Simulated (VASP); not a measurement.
A run of VASP 6.6.1 is set up as follows.

File INCAR:

```
SYSTEM = NaI
PREC = Accurate ; ENCUT = 520
EDIFF = 1E-6 ; ISMEAR = 0
SIGMA = 0.1 ; LREAL = .False.
LASPH = .True. ; NELM = 60
ALGO = Normal ; ISIF = 2
LWAVE = .False. ; LCHARG = .False.
LDIPOL = .True. ; IDIPOL = 3
DIPOL = 0.5 0.5 0.500 ; GGA = PE
NBANDS = 22
```

The input KPOINTS:

```
regular mesh
0
Gamma
  6 6 1
  0 0 0
```

File POSCAR:

```
NaI
1.0
    3.6218522500      0.0000000000      0.0000000000
   -1.8109256100      3.1366158600      0.0000000000
    0.0000000000      0.0000000000     21.0000000000
Na I
2 2
Direct
    0.3333333300      0.6666666700      0.4412177800
    0.6666666700      0.3333333300      0.5587822200
    0.0000000000      0.0000000000      0.3503265300
    0.0000000000      0.0000000000      0.6496734700
```

Potentials or basis: VASP PAW PBE potentials, release 64 (Na_pv, I).

The run is started by

```bash
$ cat potpaw_PBE.64/Na_pv/POTCAR potpaw_PBE.64/I/POTCAR > POTCAR
$ mpirun -np 1 vasp_std > vasp.out
```

(1) What does it give for the band gap on the k mesh?

(2) Estimate the largest force.

## Answers

(1) zero (band 14 reaches -0.52 eV, above the bottom of band 15 at -0.90 eV).

(2) 0.754 eV/Å.

Caveat: spin-orbit coupling is left out, which moves the levels of the heavy elements.
